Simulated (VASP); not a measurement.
Set up this calculation in VASP 6.6.1, as the native input.

```yaml
Task: single point
Functional: r2SCAN
Potentials_or_basis: VASP PAW PBE potentials, release 64 (Zn, S)
Cutoff: 520 eV
k_mesh: 8 × 8 × 8
Occupations: gaussian, width 0.01 eV
Spin: no spin polarisation
Dipole_correction: no
Further_INCAR_settings: ALGO = Normal; EDIFF = 1e-06; NBANDS = 16
```

ZnS:

```
CELL_PARAMETERS angstrom
0.00000 2.77491 2.77491
2.77491 0.00000 2.77491
2.77491 2.77491 0.00000
ATOMIC_POSITIONS crystal
Zn 0.00000 0.00000 0.00000
S 0.25000 0.25000 0.25000
```

This cell differs from its parent crystal: strain +3.0%.

One way to write it, as run:

POSCAR

```
ZnS
1.0
    0.0000000000      2.7749084084      2.7749084084
    2.7749084084      0.0000000000      2.7749084084
    2.7749084084      2.7749084084      0.0000000000
Zn S
1 1
Direct
    0.0000000000      0.0000000000      0.0000000000
    0.2500000000      0.2500000000      0.2500000000
```

INCAR.step1

```
PREC = Accurate
ENCUT = 520
ISMEAR = 0
SIGMA = 0.01
LREAL = False
LASPH = True
NELM = 100
NBANDS = 16
GGA = PE
ALGO = Normal
EDIFF = 1E-4
LWAVE = True
LCHARG = False
```

INCAR.step2

```
PREC = Accurate
ENCUT = 520
EDIFF = 1E-6
ISMEAR = 0
SIGMA = 0.01
LREAL = False
LASPH = True
NELM = 100
ALGO = Normal
ISIF = 2
LWAVE = False
LCHARG = False
METAGGA = R2SCAN
LMIXTAU = True
NBANDS = 16
ISTART = 1
```

KPOINTS

```
regular mesh
0
Gamma
  8 8 8
```

Potentials or basis: VASP PAW PBE potentials, release 64 (Zn, S).

The run is started by

```console
$ cat potpaw_PBE.64/Zn/POTCAR potpaw_PBE.64/S/POTCAR > POTCAR
$ cp INCAR.step1 INCAR
$ mpirun -np 1 vasp_std > vasp.out
$ cp INCAR.step2 INCAR
$ mpirun -np 1 vasp_std > vasp.out
```

It gave:

```yaml
Pressure: -5.7 GPa
Band_gap_on_the_k_mesh: 2.31 eV, direct
```

Caveat: the cell differs from its parent crystal (strain +3.0%); the PAW data sets were made with another functional, which shifts forces and pressure a little.

Wall time 43 s on 1 thread of Intel(R) Xeon(R) Platinum 8559C (Emerald Rapids), with other jobs on the host, peak memory 0.17 GiB.
